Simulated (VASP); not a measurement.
# BeS (F-43m) in VASP: further runs

The runs below take BeS through single point, with LDA.

Program: VASP 6.6.1. These are calculated values, not measurements. Logs are shortened: lines on timing, memory, paths and dates and some standing lists are left out, and cuts for length are marked.

## 1. The cell of the first run

The structure is cubic, space group F-43m (No. 216). Conventional cell: a = 4.882 Å, b = 4.882 Å, c = 4.882 Å, α = 90.00°, β = 90.00°, γ = 90.00°. Within 2.8 Å of Be (site symmetry -43m) lie 4 S at 2.11 Å. Within 2.8 Å of S (site symmetry -43m) lie 4 Be at 2.11 Å.

## 2. Single point, LDA

INCAR

```
SYSTEM = BeS
PREC = Accurate
ENCUT = 520
EDIFF = 1E-6
ISMEAR = 0
SIGMA = 0.01
LREAL = .False.
LASPH = .True.
NELM = 60
ALGO = Normal
ISIF = 2
LWAVE = .False.
LCHARG = .False.
GGA = CA
NBANDS = 11
```

KPOINTS

```
Automatic mesh
0
Gamma
  8 8 8
  0 0 0
```

POSCAR

```
BeS
1.0
    0.0000000000      2.4410600707      2.4410600707
    2.4410600707      0.0000000000      2.4410600707
    2.4410600707      2.4410600707      0.0000000000
Be S
1 1
Direct
    0.0000000000      0.0000000000      0.0000000000
    0.2500000000      0.2500000000      0.2500000000
```

Potentials or basis: VASP PAW LDA potentials, release 64 (Be, S).

Command:

```bash
cat potpaw_LDA.64/Be/POTCAR potpaw_LDA.64/S/POTCAR > POTCAR
mpirun -np 1 vasp_std > vasp.out
```

OUTCAR:

```text
SYSTEM = BeS
   PREC = Accurate
   ENCUT = 520
   EDIFF = 1E-6
   ISMEAR = 0
   LREAL = .False.
   LASPH = .True.
   NELM = 60
   ISIF = 2
   GGA = CA

 ion  position               nearest neighbor table
   1  0.000  0.000  0.000-   2 2.11   2 2.11   2 2.11   2 2.11
   2  0.250  0.250  0.250-   1 2.11   1 2.11   1 2.11   1 2.11

  LATTYP: Found a face centered cubic cell.
 ALAT       =     4.8821201414

  Lattice vectors:

 A1 = (   0.0000000000,   2.4410600707,   2.4410600707)
 A2 = (   2.4410600707,   0.0000000000,   2.4410600707)
 A3 = (   2.4410600707,   2.4410600707,   0.0000000000)

Analysis of symmetry for initial positions (statically):
=====================================================================
 Subroutine PRICEL returns:
 Original cell was already a primitive cell.

 Routine SETGRP: Setting up the symmetry group for a
 face centered cubic supercell.

 Subroutine GETGRP returns: Found 24 space group operations
 (whereof 24 operations were pure point group operations)
 out of a pool of 48 trial point group operations.

The static configuration has the point symmetry T_d .

Analysis of symmetry for dynamics (positions and initial velocities):
=====================================================================
 Subroutine PRICEL returns:
 Original cell was already a primitive cell.

 Routine SETGRP: Setting up the symmetry group for a
 face centered cubic supercell.

 Subroutine GETGRP returns: Found 24 space group operations
 (whereof 24 operations were pure point group operations)
 out of a pool of 48 trial point group operations.

The dynamic configuration has the point symmetry T_d .

 Subroutine INISYM returns: Found 24 space group operations
 (whereof 24 operations are pure point group operations),
 and found     1 'primitive' translations

----------------------------------------------------------------------------------------

                                     Primitive cell

  volume of cell :      29.0915

  direct lattice vectors                    reciprocal lattice vectors
     0.000000000  2.441060071  2.441060071    -0.204829044  0.204829044  0.204829044
     2.441060071  0.000000000  2.441060071     0.204829044 -0.204829044  0.204829044
     2.441060071  2.441060071  0.000000000     0.204829044  0.204829044 -0.204829044

  length of vectors
     3.452180259  3.452180259  3.452180259     0.354774311  0.354774311  0.354774311

  position of ions in fractional coordinates (direct lattice)
     0.000000000  0.000000000  0.000000000
     0.250000000  0.250000000  0.250000000

  ion indices of the primitive-cell ions
   primitive index   ion index
                 1           1
                 2           2

----------------------------------------------------------------------------------------

 KPOINTS: Automatic mesh

Automatic generation of k-mesh.
 Grid dimensions read from file:
 generate k-points for:    8    8    8

 Generating k-lattice:

  Cartesian coordinates                     Fractional coordinates (reciprocal lattice)
    -0.025603630  0.025603630  0.025603630     0.125000000  0.000000000  0.000000000
     0.025603630 -0.025603630  0.025603630     0.000000000  0.125000000  0.000000000
     0.025603630  0.025603630 -0.025603630     0.000000000  0.000000000  0.125000000

  Length of vectors
     0.044346789  0.044346789  0.044346789

  Shift w.r.t. Gamma in fractional coordinates (k-lattice)
     0.000000000  0.000000000  0.000000000

 Subroutine IBZKPT returns following result:
 ===========================================

 Found     29 irreducible k-points:

 Following reciprocal coordinates:
            Coordinates               Weight
  0.000000  0.000000  0.000000      1.000000
  0.125000  0.000000  0.000000      8.000000
  0.250000  0.000000  0.000000      8.000000
  0.375000  0.000000  0.000000      8.000000
  0.500000  0.000000  0.000000      4.000000
  0.125000  0.125000  0.000000      6.000000
[... 16 lines left out ...]
  0.500000  0.250000  0.125000     48.000000
 -0.375000  0.250000  0.125000     24.000000
 [... further k-points ...]
   k-points           NKPTS =     29   k-points in BZ     NKDIM =     29   number of bands    NBANDS=     11
   number of dos      NEDOS =    301   number of ions     NIONS =      2
   total plane-waves  NPLWV =  21952
   dimension x,y,z NGX =    28 NGY =   28 NGZ =   28
   dimension x,y,z NGXF=    56 NGYF=   56 NGZF=   56
   ions per type =               1   1
   NGX,Y,Z   is equivalent  to a cutoff of  13.48, 13.48, 13.48 a.u.
   NGXF,Y,Z  is equivalent  to a cutoff of  26.97, 26.97, 26.97 a.u.
 SYSTEM =  BeS
   PREC   = accura    normal or accurate (medium, high low for compatibility)
   ISTART =      0    job   : 0-new  1-cont  2-samecut
   ICHARG =      2    charge: 1-file 2-atom 10-const
   ISPIN  =      1    spin polarized calculation?
   LNONCOLLINEAR =      F non collinear calculations
   LSORBIT =      F    spin-orbit coupling
   LASPH  =      T    aspherical Exc in radial PAW
   ENCUT  =  520.0 eV  38.22 Ry    6.18 a.u.   6.42  6.42  6.42*2*pi/ulx,y,z
   NELM   =     60;   NELMIN=  2; NELMDL= -5     # of ELM steps
   EDIFF  = 0.1E-05   stopping-criterion for ELM
   LREAL  =      F    real-space projection
[... 7 lines left out ...]
   TEBEG  =    0.0;   TEEND  =   0.0 temperature during run
   PSTRESS=    0.0 pullay stress
   NELECT =       8.0000    total number of electrons
   NUPDOWN=      -1.0000    fix difference up-down
   EMIN   =  10.00;   EMAX   =-10.00  energy-range for DOS
   EFERMI =   0.00;   METHOD = LEGACY
   ISMEAR =     0;   SIGMA  =   0.01  broadening in eV -4-tet -1-fermi 0-gaus
   EFERMI_NEDOS =   21; number of points for ismear=-14 and -15
   IALGO  =     38    algorithm
   IMIX   =      4    mixing-type and parameters
     AMIX     =   0.40;   BMIX     =  1.00
     AMIX_MAG =   1.60;   BMIX_MAG =  1.00
  volume/ion in A,a.u.               =      14.55        98.16
  Fermi-wavevector in a.u.,A,eV,Ry     =   1.064592  2.011786 15.420234  1.133355
  Thomas-Fermi vector in A             =   2.200115
   LORBIT       =      0    0 simple, 1 ext, 2 COOP (PROOUT), +10 PAW based schemes
   GGA     = CA    functional components
   LHFCALC =     F    Hartree Fock is set to
   AEXX    =    0.0000 exact exchange contribution
   IVDW    =     0    specifies the selected vdW correction
   LEPSILON=     F    determine dielectric tensor
   LRPA    =     F    only Hartree local field effects (RPA)
 non-spin polarized calculation
 Gauss-broadening in eV      SIGMA  =   0.01
  energy-cutoff  :      520.00
  volume of cell :       29.09
 maximum number of plane-waves:       817
 NGX is ok and might be reduce to    28
   NGX = 13   NGY = 13   NGZ = 13

 number of electron       7.9999999 magnetization

 Free energy of the ion-electron system (eV)
  ---------------------------------------------------
  ext. energy  EPLUGINS =         0.00000000
  ---------------------------------------------------
  free energy    TOTEN  =       -11.11893821 eV

  energy without entropy =      -11.11893821  energy(sigma->0) =      -11.11893821

 E-fermi :   3.8929     XC(G=0):  -9.9106

 val. band max:        3.8259379814   @ k =   0.0000   0.0000   0.0000
 cond. band min:       6.7715140181   @ k =   0.5000   0.5000   0.0000
 fundamental gap:      2.9455760367
 Fermi energy:         3.8928911069

 k-point     1 :       0.0000    0.0000    0.0000
  band No.  band energies     occupation
      1      -9.6988      2.00000
      2       3.8259      2.00000
      3       3.8259      2.00000
      4       3.8259      2.00000
      5       9.3360      0.00000
      6       9.3762      0.00000
      7       9.3762      0.00000
      8       9.3762      0.00000
      9      16.5977      0.00000
     10      16.5977      0.00000
     11      18.2716      0.00000

 k-point     2 :       0.1250    0.0000    0.0000
  band No.  band energies     occupation
      1      -9.5248      2.00000
      2       2.6285      2.00000
      3       3.6292      2.00000
      4       3.6292      2.00000
      5       9.2133      0.00000
      6       9.7258      0.00000
      7       9.7258      0.00000
      8      10.7088      0.00000
      9      15.8709      0.00000
     10      15.8709      0.00000
     11      18.1137      0.00000

 k-point     3 :       0.2500    0.0000    0.0000
  band No.  band energies     occupation
      1      -9.0459      2.00000
      2       0.5495      2.00000
      3       3.2374      2.00000
      4       3.2374      2.00000
      5       9.1737      0.00000
      6      10.2631      0.00000
      7      10.2631      0.00000
      8      12.7717      0.00000
      9      15.6061      0.00000
     10      15.6061      0.00000
     11      17.6777      0.00000

 k-point     4 :       0.3750    0.0000    0.0000
  band No.  band energies     occupation
      1      -8.4380      2.00000
      2      -1.1830      2.00000
      3       2.9218      2.00000
      4       2.9218      2.00000
      5       9.1311      0.00000
      6      10.3361      0.00000
      7      10.3361      0.00000
      8      14.2333      0.00000
      9      16.9259      0.00000
     10      16.9259      0.00000
     11      17.8367      0.00000
[... 239 lines left out ...]
 k-point    22 :       0.3750    0.2500    0.1250
  band No.  band energies     occupation
      1      -8.6550      2.00000
      2       0.3202      2.00000
      3       1.7088      2.00000
      4       2.7202      2.00000
      5       9.1876      0.00000
      6      10.9449      0.00000
      7      11.1544      0.00000
      8      12.1965      0.00000
      9      15.2057      0.00000
     10      18.0263      0.00000
     11      19.4035      0.00000

 k-point    23 :       0.5000    0.2500    0.1250
  band No.  band energies     occupation
      1      -8.1210      2.00000
      2      -0.8192      2.00000
      3       1.1803      2.00000
      4       2.2536      2.00000
      5       9.6594      0.00000
      6      10.4772      0.00000
      7      12.1087      0.00000
      8      12.9064      0.00000
      9      16.2080      0.00000
     10      17.9104      0.00000
     11      20.0089      0.00000

 k-point    24 :      -0.3750    0.2500    0.1250
  band No.  band energies     occupation
      1      -7.8531      2.00000
      2      -1.3630      2.00000
      3       1.0870      2.00000
      4       2.0104      2.00000
      5       9.7637      0.00000
      6      10.2435      0.00000
      7      12.7679      0.00000
      8      14.0974      0.00000
      9      15.0143      0.00000
     10      18.9325      0.00000
     11      19.4450      0.00000

 [... further k-points ...]
[... 5 lines left out ...]
  --------------------------------------------------------------------------------------
  -------------------------------------------------------------------------------------
  Total       -0.8860287     -0.8860287     -0.8860287      0.0000000     -0.0000000     -0.0000000
  in kB      -48.7969824    -48.7969824    -48.7969824      0.0000000     -0.0000000     -0.0000000
  external PRESSURE =     -48.7969824 kB  Pullay stress =       0.0000000 kB

 VOLUME and BASIS-vectors are now :
 -----------------------------------------------------------------------------
  energy-cutoff  :      520.00
  volume of cell :       29.09
      direct lattice vectors                 reciprocal lattice vectors
     0.000000000  2.441060071  2.441060071    -0.204829044  0.204829044  0.204829044
     2.441060071  0.000000000  2.441060071     0.204829044 -0.204829044  0.204829044
     2.441060071  2.441060071  0.000000000     0.204829044  0.204829044 -0.204829044

 POSITION                                       TOTAL-FORCE (eV/Angst)
 -----------------------------------------------------------------------------------
      0.00000      0.00000      0.00000         0.000000      0.000000      0.000000
      1.22053      1.22053      1.22053        -0.000000     -0.000000     -0.000000
 -----------------------------------------------------------------------------------
    total drift:                               -0.000000     -0.000000     -0.000000

  FREE ENERGIE OF THE ION-ELECTRON SYSTEM (eV)
  ---------------------------------------------------
  free  energy   TOTEN  =       -11.1189382134 eV

  energy  without entropy=      -11.1189382134  energy(sigma->0) =      -11.11893821
```

It took 5.8 s on 1 thread of Intel Xeon Platinum 8488C (Sapphire Rapids), shared host; peak memory 0.13 GiB.

Results:

```yaml
Free_energy: -11.1189 eV
Pressure: -4.9 GPa
Band_gap_on_the_k_mesh: 2.95 eV, indirect (least direct gap 5.51 eV)
```

Levels at points of the mesh, in eV from the valence-band top:
| k point | band 1 | band 2 | band 3 | band 4 | band 5 | band 6 | band 7 | band 8 | band 9 |
| --- | --- | --- | --- | --- | --- | --- | --- | --- | --- |
| (0.00, 0.00, 0.00) | -13.52 | 0.00 | 0.00 | 0.00 | 5.51 | 5.55 | 5.55 | 5.55 | 12.77 |
| (0.50, 0.00, 0.00) | -11.95 | -5.72 | -1.02 | -1.02 | 5.29 | 6.44 | 6.44 | 10.82 | 14.72 |
| (0.50, 0.50, 0.00) | -11.42 | -4.94 | -2.61 | -2.61 | 2.95 | 4.82 | 12.45 | 12.45 | 15.03 |

A k mesh can miss the band edges.

## 3. Single point, LDA

This run uses another cell than the first one, of 14.83 Å³/atom, 1.020 times its volume.

INCAR

```
  PREC = Accurate
  ENCUT = 520
  EDIFF = 1E-7
  ISMEAR = 0
  SIGMA = 0.01
  LREAL = False
  LASPH = True
  NELM = 100
  ALGO = Normal
  ISIF = 2
  LWAVE = False
  LCHARG = False
  GGA = CA
  NBANDS = 11
```

KPOINTS

```
regular mesh
0
Gamma
  8 8 8
```

POSCAR

```
BeS
1.0
    0.0000000000      2.4569115543      2.4569115543
    2.4569115543      0.0000000000      2.4569115543
    2.4569115543      2.4569115543      0.0000000000
Be S
1 1
Direct
    0.0000000000      0.0000000000      0.0000000000
    0.2500000000      0.2500000000      0.2500000000
```

Potentials or basis: VASP PAW LDA potentials, release 64 (Be, S).

Command:

```bash
cat potpaw_LDA.64/Be/POTCAR potpaw_LDA.64/S/POTCAR > POTCAR
mpirun -np 1 vasp_std > vasp.out
```

Wall time 7.4 s (1 thread of Intel Xeon Platinum 8488C (Sapphire Rapids), shared host); peak memory 0.14 GiB.

The run converged. Its results:

| Item | Value |
| --- | --- |
| Free energy | -11.0989 eV |
| Pressure | -6.4 GPa |
| Band gap on the k mesh | 2.98 eV, indirect (least direct gap 5.35 eV) |

Levels at points of the mesh, in eV from the valence-band top:
```tsv
k point	band 1	band 2	band 3	band 4	band 5	band 6	band 7	band 8
(0.00, 0.00, 0.00)	-13.40	0.00	0.00	0.00	5.35	5.56	5.56	5.56
(0.50, 0.00, 0.00)	-11.87	-5.60	-0.99	-0.99	5.21	6.44	6.44	10.73
(0.50, 0.50, 0.00)	-11.36	-4.85	-2.54	-2.54	2.98	4.83	12.29	12.29
```

A k mesh can miss the band edges.

## 4. Single point, LDA

This run uses another cell than the first one, of 15.12 Å³/atom, 1.039 times its volume.

INCAR

```
SYSTEM = BeS
ALGO = Normal ; EDIFF = 1E-6
ENCUT = 520 ; GGA = CA
ISIF = 2 ; ISMEAR = 0
LASPH = .True. ; LCHARG = .False.
LREAL = .False. ; LWAVE = .False.
NBANDS = 11 ; NELM = 80
PREC = Accurate ; SIGMA = 0.01
```

KPOINTS

```
k-points
0
Gamma
  8 8 8
  0 0 0
```

POSCAR

```
BeS
1.0
    0.0000000000      2.4725610944      2.4725610944
    2.4725610944      0.0000000000      2.4725610944
    2.4725610944      2.4725610944      0.0000000000
Be S
1 1
Direct
    0.0000000000      0.0000000000      0.0000000000
    0.2500000000      0.2500000000      0.2500000000
```

Command:

```bash
cat potpaw_LDA.64/Be/POTCAR potpaw_LDA.64/S/POTCAR > POTCAR
mpirun -np 1 vasp_std > vasp.out
```

Run time: 8.6 s. Hardware: 1 thread of Intel Xeon Platinum 8488C (Sapphire Rapids), shared host; peak memory 0.13 GiB.

It converged, with:

| Quantity | Value |
| --- | --- |
| Free energy | -11.0736 eV |
| Pressure | -7.8 GPa |
| Band gap on the k mesh | 3.02 eV, indirect (least direct gap 5.20 eV) |

Levels at points of the mesh, in eV from the valence-band top:
| k point | band 2 | band 3 | band 4 | band 5 | band 6 | band 7 |
| --- | --- | --- | --- | --- | --- | --- |
| (0.00, 0.00, 0.00) | 0.00 | 0.00 | 0.00 | 5.20 | 5.56 | 5.56 |
| (0.50, 0.00, 0.00) | -5.48 | -0.97 | -0.97 | 5.14 | 6.44 | 6.44 |
| (0.50, 0.50, 0.00) | -4.75 | -2.48 | -2.48 | 3.02 | 4.84 | 12.14 |

## 5. Overview

| cell | gap on the mesh (eV) | pressure (GPa) |
| --- | --- | --- |
| a = 3.452 Å, angles 60.0°, 2 atoms | 2.95 | -4.9 |
| a = 3.475 Å, angles 60.0°, 2 atoms | 2.98 | -6.4 |
| a = 3.497 Å, angles 60.0°, 2 atoms | 3.02 | -7.8 |

Alike in all rows: task single point; level LDA; potentials or basis VASP PAW LDA potentials, release 64 (Be, S); no spin polarisation; k mesh 8 × 8 × 8; cutoff (eV) 520; smearing gaussian 0.01 eV.

Absolute energies hang on the potentials; compare differences alone.
